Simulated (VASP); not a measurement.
# Rh (Fm-3m) in VASP: further runs

Rh is run at these levels: r2SCAN; tasks: single point, relaxation of cell and atoms.

All numbers are computed with VASP 6.6.1; they aren't measurements. Logs are shortened: lines on timing, memory, paths and dates and some standing lists are left out, and cuts for length are marked.

## Step 1: The cell of the first run

It takes space group Fm-3m (No. 225, cubic). The conventional cell has a = 3.801 Å, b = 3.801 Å, c = 3.801 Å, α = 90.00°, β = 90.00°, γ = 90.00°. Within 3.5 Å of Rh (site symmetry m-3m) lie 12 Rh at 2.69 Å.

## Step 2: Single point, r2SCAN

File POSCAR:

```
Rh
1.0
    0.0000000000      1.9006673901      1.9006673901
    1.9006673901      0.0000000000      1.9006673901
    1.9006673901      1.9006673901      0.0000000000
Rh
1
Direct
    0.0000000000      0.0000000000      0.0000000000
```

File INCAR.step1:

```
ALGO = Normal
EDIFF = 1E-4
ENCUT = 520
GGA = PE
ISMEAR = -1
LASPH = True
LCHARG = False
LREAL = False
LWAVE = True
NBANDS = 14
NELM = 80
PREC = Accurate
SIGMA = 0.1
```

File INCAR.step2:

```
ALGO = Normal
EDIFF = 1E-6
ENCUT = 520
ISIF = 2
ISMEAR = -1
ISTART = 1
LASPH = True
LCHARG = True
LELF = True
LMIXTAU = True
LREAL = False
LVHAR = True
LWAVE = False
METAGGA = R2SCAN
NBANDS = 14
NELM = 80
PREC = Accurate
SIGMA = 0.1
```

File KPOINTS:

```
k-points
0
Gamma
  17 17 17
```

Potentials or basis: VASP PAW PBE potentials, release 64 (Rh_pv).

Launch:

```bash
$ cat potpaw_PBE.64/Rh_pv/POTCAR > POTCAR
$ cp INCAR.step1 INCAR
$ mpirun -np 1 vasp_std > vasp.out
$ cp INCAR.step2 INCAR
$ mpirun -np 1 vasp_std > vasp.out
```

OUTCAR:

```text
EDIFF = 1E-6
   ENCUT = 520
   ISIF = 2
   ISMEAR = -1
   ISTART = 1
   LASPH = True
   LREAL = False
   METAGGA = R2SCAN
   NELM = 80
   PREC = Accurate

 ion  position               nearest neighbor table
   1  0.000  0.000  0.000-

  LATTYP: Found a face centered cubic cell.
 ALAT       =     3.8013347802

  Lattice vectors:

 A1 = (   0.0000000000,   1.9006673901,   1.9006673901)
 A2 = (   1.9006673901,   0.0000000000,   1.9006673901)
 A3 = (   1.9006673901,   1.9006673901,   0.0000000000)

Analysis of symmetry for initial positions (statically):
=====================================================================
 Subroutine PRICEL returns:
 Original cell was already a primitive cell.

 Routine SETGRP: Setting up the symmetry group for a
 face centered cubic supercell.

 Subroutine GETGRP returns: Found 48 space group operations
 (whereof 48 operations were pure point group operations)
 out of a pool of 48 trial point group operations.

The static configuration has the point symmetry O_h .

Analysis of symmetry for dynamics (positions and initial velocities):
=====================================================================
 Subroutine PRICEL returns:
 Original cell was already a primitive cell.

 Routine SETGRP: Setting up the symmetry group for a
 face centered cubic supercell.

 Subroutine GETGRP returns: Found 48 space group operations
 (whereof 48 operations were pure point group operations)
 out of a pool of 48 trial point group operations.

The dynamic configuration has the point symmetry O_h .

 Subroutine INISYM returns: Found 48 space group operations
 (whereof 48 operations are pure point group operations),
 and found     1 'primitive' translations

----------------------------------------------------------------------------------------

                                     Primitive cell

  volume of cell :      13.7325

  direct lattice vectors                    reciprocal lattice vectors
     0.000000000  1.900667390  1.900667390    -0.263065491  0.263065491  0.263065491
     1.900667390  0.000000000  1.900667390     0.263065491 -0.263065491  0.263065491
     1.900667390  1.900667390  0.000000000     0.263065491  0.263065491 -0.263065491

  length of vectors
     2.687949601  2.687949601  2.687949601     0.455642796  0.455642796  0.455642796

  position of ions in fractional coordinates (direct lattice)
     0.000000000  0.000000000  0.000000000
[... 76 lines left out ...]
   EDIFF  = 0.1E-05   stopping-criterion for ELM
   LREAL  =      F    real-space projection
   EDIFFG = 0.1E-04   stopping-criterion for IOM
   NSW    =      0    number of steps for IOM
   IBRION =     -1    ionic relax: 0-MD 1-quasi-New 2-CG
   NFREE  =      0    steps in history (QN), initial steepest desc. (CG)
   ISIF   =      2    stress and relaxation
   ISYM   =      2    0-nonsym 1-usesym 2-fastsym
   POTIM  = 0.5000    time-step for ionic-motion
   TEBEG  =    0.0;   TEEND  =   0.0 temperature during run
   PSTRESS=    0.0 pullay stress
   NELECT =      15.0000    total number of electrons
   NUPDOWN=      -1.0000    fix difference up-down
   EMIN   =  10.00;   EMAX   =-10.00  energy-range for DOS
   EFERMI =   0.00;   METHOD = LEGACY
   ISMEAR =    -1;   SIGMA  =   0.10  broadening in eV -4-tet -1-fermi 0-gaus
   EFERMI_NEDOS =   21; number of points for ismear=-14 and -15
   IALGO  =     38    algorithm
   IMIX   =      4    mixing-type and parameters
     AMIX     =   0.40;   BMIX     =  1.00
     AMIX_MAG =   1.60;   BMIX_MAG =  1.00
  volume/ion in A,a.u.               =      13.73        92.67
  Fermi-wavevector in a.u.,A,eV,Ry     =   1.685993  3.186065 38.675550  2.842573
  Thomas-Fermi vector in A             =   2.768738
   LORBIT       =      0    0 simple, 1 ext, 2 COOP (PROOUT), +10 PAW based schemes
   METAGGA = R2SCAN    functional components
   LHFCALC =     F    Hartree Fock is set to
   AEXX    =    0.0000 exact exchange contribution
   IVDW    =     0    specifies the selected vdW correction
   LEPSILON=     F    determine dielectric tensor
   LRPA    =     F    only Hartree local field effects (RPA)
 non-spin polarized calculation
  energy-cutoff  :      520.00
  volume of cell :       13.73
 maximum number of plane-waves:       379
   NGX =  9   NGY =  9   NGZ =  9

 number of electron      15.0000007 magnetization

 Free energy of the ion-electron system (eV)
  ---------------------------------------------------
  ext. energy  EPLUGINS =         0.00000000
  ---------------------------------------------------
  free energy    TOTEN  =       -24.15852957 eV

  energy without entropy =      -24.11842660  energy(sigma->0) =      -24.13847809

 E-fermi :  11.7517     XC(G=0): -15.2125

 val. band max:       11.7414482229   @ k =   0.4118   0.2353   0.0588
 cond. band min:      11.7689367055   @ k =   0.4118   0.2941   0.0588
 fundamental gap:      0.0274884826
 Fermi energy:        11.7516673541

 k-point     1 :       0.0000    0.0000    0.0000
  band No.  band energies     occupation
      1     -36.0271      2.00000
      2     -36.0271      2.00000
      3     -36.0271      2.00000
      4       3.5672      2.00000
      5       8.5819      2.00000
      6       8.5819      2.00000
      7       8.5819      2.00000
      8      10.6873      1.99995
      9      10.6873      1.99995
     10      28.4703      0.00000
     11      29.1543      0.00000
     12      34.2290      0.00000
     13      34.2290      0.00000
     14      34.2290      0.00000
[... 377 lines left out ...]
      1     -36.1812      2.00000
      2     -36.0678      2.00000
      3     -36.0410      2.00000
      4       4.4377      2.00000
      5       8.2077      2.00000
      6       8.8858      2.00000
      7       8.9239      2.00000
      8      10.3630      2.00000
      9      10.7726      1.99989
     10      29.1533      0.00000
     11      29.5975      0.00000
     12      31.1824      0.00000
     13      34.5461      0.00000
     14      35.9497      0.00000

 [... further k-points ...]
[... 5 lines left out ...]
  --------------------------------------------------------------------------------------
  -------------------------------------------------------------------------------------
  Total        0.1026088      0.1026088      0.1026088      0.0000000     -0.0000000     -0.0000000
  in kB       11.9714571     11.9714571     11.9714571      0.0000000     -0.0000000     -0.0000000
  external PRESSURE =      11.9714571 kB  Pullay stress =       0.0000000 kB

 VOLUME and BASIS-vectors are now :
 -----------------------------------------------------------------------------
  energy-cutoff  :      520.00
  volume of cell :       13.73
      direct lattice vectors                 reciprocal lattice vectors
     0.000000000  1.900667390  1.900667390    -0.263065491  0.263065491  0.263065491
     1.900667390  0.000000000  1.900667390     0.263065491 -0.263065491  0.263065491
     1.900667390  1.900667390  0.000000000     0.263065491  0.263065491 -0.263065491

 POSITION                                       TOTAL-FORCE (eV/Angst)
 -----------------------------------------------------------------------------------
      0.00000      0.00000      0.00000         0.000000     -0.000000     -0.000000
 -----------------------------------------------------------------------------------
    total drift:                               -0.000000     -0.000000     -0.000000

  FREE ENERGIE OF THE ION-ELECTRON SYSTEM (eV)
  ---------------------------------------------------
  free  energy   TOTEN  =       -24.1585295701 eV

  energy  without entropy=      -24.1184266022  energy(sigma->0) =      -24.13847809
```

Wall time 64 s (1 thread of AMD EPYC 9R45 (Zen 5), shared host); peak memory 0.12 GiB.

Results:

```yaml
Free_energy: -24.1585 eV
Pressure: 1.2 GPa
```

Caveat: the PAW data sets were made with another functional, which shifts forces and pressure a little.

## Step 3: Relaxation of cell and atoms, r2SCAN

File POSCAR:

```
Rh
1.0
    0.0000000000      1.9014762304      1.9014762304
    1.9014762304      0.0000000000      1.9014762304
    1.9014762304      1.9014762304      0.0000000000
Rh
1
Direct
    0.0000000000      0.0000000000      0.0000000000
```

File INCAR.step1:

```
SYSTEM = Rh
PREC = Accurate
ENCUT = 600
ISMEAR = -1
SIGMA = 0.1
LREAL = .FALSE.
LASPH = .TRUE.
NELM = 80
GGA = PE
ALGO = Normal
EDIFF = 1E-4
LWAVE = .TRUE.
LCHARG = .FALSE.
```

File INCAR.step2:

```
SYSTEM = Rh
PREC = Accurate
ENCUT = 600
EDIFF = 1E-6
ISMEAR = -1
SIGMA = 0.1
LREAL = .FALSE.
LASPH = .TRUE.
NELM = 80
ALGO = Normal
ISIF = 3
LWAVE = .FALSE.
LCHARG = .FALSE.
METAGGA = R2SCAN
LMIXTAU = .TRUE.
IBRION = 2
NSW = 60
EDIFFG = -0.005
ISTART = 1
```

File KPOINTS:

```
regular mesh
0
G
  17 17 17
  0 0 0
```

Potentials or basis: VASP PAW PBE potentials, release 64 (Rh_pv).

Launch:

```bash
$ cat potpaw_PBE.64/Rh_pv/POTCAR > POTCAR
$ cp INCAR.step1 INCAR
$ mpirun -np 1 vasp_std > vasp.out
$ cp INCAR.step2 INCAR
$ mpirun -np 1 vasp_std > vasp.out
```

OUTCAR:

```text
SYSTEM = Rh
   PREC = Accurate
   ENCUT = 600
   EDIFF = 1E-6
   ISMEAR = -1
   LREAL = .FALSE.
   LASPH = .TRUE.
   NELM = 80
   ISIF = 3
   METAGGA = R2SCAN
   IBRION = 2
   NSW = 60
   EDIFFG = -0.005
   ISTART = 1

 ion  position               nearest neighbor table
   1  0.000  0.000  0.000-

  LATTYP: Found a face centered cubic cell.
 ALAT       =     3.8029524608

  Lattice vectors:

 A1 = (   0.0000000000,   1.9014762304,   1.9014762304)
 A2 = (   1.9014762304,   0.0000000000,   1.9014762304)
 A3 = (   1.9014762304,   1.9014762304,   0.0000000000)

Analysis of symmetry for initial positions (statically):
=====================================================================
 Subroutine PRICEL returns:
 Original cell was already a primitive cell.

 Routine SETGRP: Setting up the symmetry group for a
 face centered cubic supercell.

 Subroutine GETGRP returns: Found 48 space group operations
 (whereof 48 operations were pure point group operations)
 out of a pool of 48 trial point group operations.

The static configuration has the point symmetry O_h .

Analysis of symmetry for dynamics (positions and initial velocities):
=====================================================================
[... 165 lines left out ...]
  Total        0.0630810      0.0630810      0.0630810      0.0000000      0.0000000      0.0000000
  in kB        7.3503191      7.3503191      7.3503191      0.0000000      0.0000000      0.0000000
  external PRESSURE =       7.3503191 kB  Pullay stress =       0.0000000 kB
[... 57 lines left out ...]
--------------------------------------- Ionic step        3  -------------------------------------------

 number of electron      15.0000002 magnetization

 Free energy of the ion-electron system (eV)
  ---------------------------------------------------
  ext. energy  EPLUGINS =         0.00000000
  ---------------------------------------------------
  free energy    TOTEN  =       -24.15786942 eV

  energy without entropy =      -24.11744661  energy(sigma->0) =      -24.13765802

 E-fermi :  11.6786     XC(G=0): -15.1828

 val. band max:       11.6685277650   @ k =   0.4118   0.2353   0.0588
 cond. band min:      11.6957244030   @ k =   0.4118   0.2941   0.0588
 fundamental gap:      0.0271966380
 Fermi energy:        11.6785740278

 k-point     1 :       0.0000    0.0000    0.0000
  band No.  band energies     occupation
      1     -36.0932      2.00000
      2     -36.0932      2.00000
      3     -36.0932      2.00000
      4       3.5247      2.00000
      5       8.5285      2.00000
      6       8.5285      2.00000
      7       8.5285      2.00000
      8      10.6200      1.99995
      9      10.6200      1.99995
     10      28.3995      0.00000
     11      29.0882      0.00000
[... 309 lines left out ...]
 k-point    24 :      -0.1176    0.0588    0.0000
  band No.  band energies     occupation
      1     -36.2451      2.00000
      2     -36.1333      2.00000
      3     -36.1070      2.00000
      4       4.3922      2.00000
      5       8.1567      2.00000
      6       8.8307      2.00000
      7       8.8684      2.00000
      8      10.2983      2.00000
      9      10.7051      1.99988
     10      29.0880      0.00000
     11      29.5153      0.00000

 [... further k-points ...]
[... 5 lines left out ...]
  --------------------------------------------------------------------------------------
  -------------------------------------------------------------------------------------
  Total        0.0031716      0.0031716      0.0031716      0.0000000     -0.0000000      0.0000000
  in kB        0.3685782      0.3685782      0.3685782      0.0000000     -0.0000000      0.0000000
  external PRESSURE =       0.3685782 kB  Pullay stress =       0.0000000 kB
[... 16 lines left out ...]
  FREE ENERGIE OF THE ION-ELECTRON SYSTEM (eV)
  ---------------------------------------------------
  free  energy   TOTEN  =       -24.1578694177 eV

  energy  without entropy=      -24.1174466135  energy(sigma->0) =      -24.13765802

 reached required accuracy - stopping structural energy minimisation
```

OSZICAR.step1:

```text
N       E                     dE             d eps       ncg     rms          rms(c)
DAV:   1     0.122808100362E+03    0.12281E+03   -0.10121E+04  3641   0.162E+03
DAV:   2    -0.614639262861E+01   -0.12895E+03   -0.12341E+03  3726   0.408E+02
DAV:   3    -0.776215142598E+01   -0.16158E+01   -0.16020E+01  4221   0.514E+01
DAV:   4    -0.777168537393E+01   -0.95339E-02   -0.95327E-02  3983   0.409E+00
DAV:   5    -0.777183761401E+01   -0.15224E-03   -0.15224E-03  4166   0.484E-01    0.102E+01
DAV:   6    -0.729504200979E+01    0.47680E+00   -0.11081E+00  3795   0.158E+01    0.356E+00
DAV:   7    -0.727871682539E+01    0.16325E-01   -0.21623E-02  4074   0.192E+00    0.170E+00
DAV:   8    -0.727536295881E+01    0.33539E-02   -0.35880E-03  3771   0.964E-01    0.209E-01
DAV:   9    -0.727522145150E+01    0.14151E-03   -0.98358E-05  2539   0.169E-01    0.120E-02
DAV:  10    -0.727522374959E+01   -0.22981E-05   -0.64924E-06  1962   0.369E-02
   1 F= -.72752237E+01 E0= -.72538574E+01  d E =-.427326E-01
```

Wall time 3.4 min (1 thread of AMD EPYC 9R45 (Zen 5), shared host); peak memory 0.14 GiB.

What came out:

- Free energy: -24.1579 eV
- Relaxed volume: 13.79 Å³/atom
- Relaxed cell: a = 2.691 Å, b = 2.691 Å, c = 2.691 Å, α = 60.00°, β = 60.00°, γ = 60.00°
- Space group after relaxing (to 0.05 Å): Fm-3m (No. 225)
- Energy gained by relaxing: 0.1 meV/atom
- Ionic steps: 3
- Pressure after relaxing: 0.0 GPa

Final structure:
```cif
data_structure
_symmetry_space_group_name_H-M 'P 1'
_symmetry_Int_Tables_number 1
_cell_length_a 2.6915
_cell_length_b 2.6915
_cell_length_c 2.6915
_cell_angle_alpha 60.000
_cell_angle_beta 60.000
_cell_angle_gamma 60.000
_cell_volume 13.79
loop_
_atom_site_label
_atom_site_type_symbol
_atom_site_fract_x
_atom_site_fract_y
_atom_site_fract_z
_atom_site_occupancy
Rh1 Rh 0.00000 0.00000 0.00000 1
```

Levels at points of the mesh, in eV from the Fermi level:
```tsv
k point	band 3	band 4	band 5	band 6	band 7	band 8	band 9	band 10	band 11
(0.00, 0.00, 0.00)	-47.77	-8.15	-3.15	-3.15	-3.15	-1.06	-1.06	16.72	17.41
```

Caveat: the PAW data sets were made with another functional, which shifts forces and pressure a little.
